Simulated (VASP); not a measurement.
Crystal: Ba.

```
Ba
1.0
    -2.50650    2.50650    2.50650
     2.50650   -2.50650    2.50650
     2.50650    2.50650   -2.50650
Ba
1
Cartesian
  0.0000 0.0000 0.0000
```

| Quantity | Value |
| --- | --- |
| Program | VASP 6.6.1 |
| Task | relaxation of cell and atoms |
| Functional | PBEsol |
| Potentials or basis | VASP PAW PBE potentials, release 64 (Ba_sv) |
| Cutoff | 600 eV |
| k mesh | 5 × 5 × 5 |
| Occupations | methfessel-paxton, width 0.02 eV |
| Spin | no spin polarisation |

At the start: pressure -0.8 GPa; volume 62.99 Å³/atom.

Problem. How do energy, volume and symmetry change on relaxing?

Solution. Over 4 steps the energy falls by 15.1 meV/atom and the volume is 57.37 Å³/atom (-8.9 %); space group Im-3m (No. 229, to 0.05 Å).

Step by step:
| step | energy change (eV) | largest force (eV/Å) | pressure (GPa) | volume (Å³) |
| --- | --- | --- | --- | --- |
| 1 | 0.0000 | 0.0000 | -0.82 | 62.99 |
| 2 | -0.0115 | 0.0000 | -0.43 | 60.08 |
| 3 | -0.0151 | 0.0000 | -0.04 | 57.63 |
| 4 | -0.0151 | 0.0000 | 0.01 | 57.37 |

Final structure:
```yaml
crystal:
  lattice:
    - [-2.42957, 2.42957, 2.42957]
    - [2.42957, -2.42957, 2.42957]
    - [2.42957, 2.42957, -2.42957]
  atoms:
    - { symbol: Ba, position: [0.00000, 0.00000, 0.00000] }
```

Caveat: the PAW data sets were made with another functional, which shifts forces and pressure a little.
